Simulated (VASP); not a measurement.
A run of VASP 6.6.1 is set up as follows.

INCAR

```
SYSTEM = LiCl
PREC = Accurate
ENCUT = 520
EDIFF = 1E-6
ISMEAR = -1
SIGMA = 0.02
LREAL = .FALSE.
LASPH = .TRUE.
NELM = 60
ALGO = Normal
ISIF = 2
LWAVE = .FALSE.
LCHARG = .FALSE.
NBANDS = 12
```

The input KPOINTS:

```
regular mesh
0
G
  14 14 14
  0 0 0
```

File POSCAR:

```
LiCl
1.0
    0.0000000000      2.5647700000      2.5647700000
    2.5647700000      0.0000000000      2.5647700000
    2.5647700000      2.5647700000      0.0000000000
Cl Li
1 1
Direct
    0.5000000000      0.5000000000      0.5000000000
    0.0000000000      0.0000000000      0.0000000000
```

Potentials or basis: VASP PAW LDA potentials, release 64 (Cl, Li_sv).

Command:

```console
$ cat potpaw_LDA.64/Cl/POTCAR potpaw_LDA.64/Li_sv/POTCAR > POTCAR
$ mpirun -np 1 vasp_std > vasp.out
```

(1) What does it give for the band gap on the k mesh?

Answers

(1) 6.00 eV.
